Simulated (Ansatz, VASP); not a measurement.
Two plane-wave programs on KBr

Contents of INCAR:

```
SYSTEM = KBr
  PREC = Accurate
  ENCUT = 520
  EDIFF = 1E-8
  ISMEAR = -1
  SIGMA = 0.01
  LREAL = .False.
  LASPH = .True.
  NELM = 80
  ALGO = Normal
  ISIF = 2
  LWAVE = .False.
  LCHARG = .False.
  GGA = PS
  LEFG = .True.
  NBANDS = 15
```

Contents of KPOINTS:

```
regular mesh
0
Gamma
  6 6 6
  0 0 0
```

POSCAR

```
KBr
1.0
    0.0000000000      3.2925000000      3.2925000000
    3.2925000000      0.0000000000      3.2925000000
    3.2925000000      3.2925000000      0.0000000000
K Br
1 1
Direct
    0.0000000000      0.0000000000      0.0000000000
    0.5000000000      0.5000000000      0.5000000000
```

Input for Ansatz:

```yaml
crystal:
  lattice:
    - [0.0, 3.2925, 3.2925]
    - [3.2925, 0.0, 3.2925]
    - [3.2925, 3.2925, 0.0]
  atoms:
    - { symbol: K, position: [0.0, 0.0, 0.0] }
    - { symbol: Br, position: [0.5, 0.5, 0.5] }
kpoints:
  mp_grid: { grid: [6, 6, 6] }
  band_path:
    path:
      - [0.0, 0.0, 0.0]
      - [0.5, 0.0, 0.5]
      - [0.625, 0.25, 0.625]
      - [0.375, 0.375, 0.75]
      - [0.0, 0.0, 0.0]
      - [0.5, 0.5, 0.5]
      - [0.5, 0.25, 0.75]
      - [0.5, 0.0, 0.5]
    npoints: 5
scf:
  occupations: { method: fermi_dirac, width: 0.01 }
hamiltonian:
  xc: pbesol
  pseudopotentials: { kind: paw }
output:
  forces: true
  stress: true
  eigenvalues: true
  efg: { contact_densities: true }
```

Alike in both runs: task electric field gradients; functional PBEsol; k mesh 6 × 6 × 6; occupations fermi-dirac, width 0.01 eV; no spin polarisation.

|  | VASP | Ansatz |
| --- | --- | --- |
| version | VASP 6.6.1 | Ansatz 0.2.0 |
| potentials or method | VASP PAW PBE potentials, release 64 (K_sv, Br) | PAW with Ansatz's default frozen-core files, scalar-relativistic |
| plane-wave cutoff (eV) | 520 | 420 |
| valence electrons in the cell | 16 | 16 |

```csv
,VASP,Ansatz,Ansatz less VASP
gap on the k mesh at the Fermi level (eV),4.30,4.30,+0.003
pressure (GPa),-0.2,-0.2,-0.04
```

VASP's potentials were made for PBE, not for PBEsol.
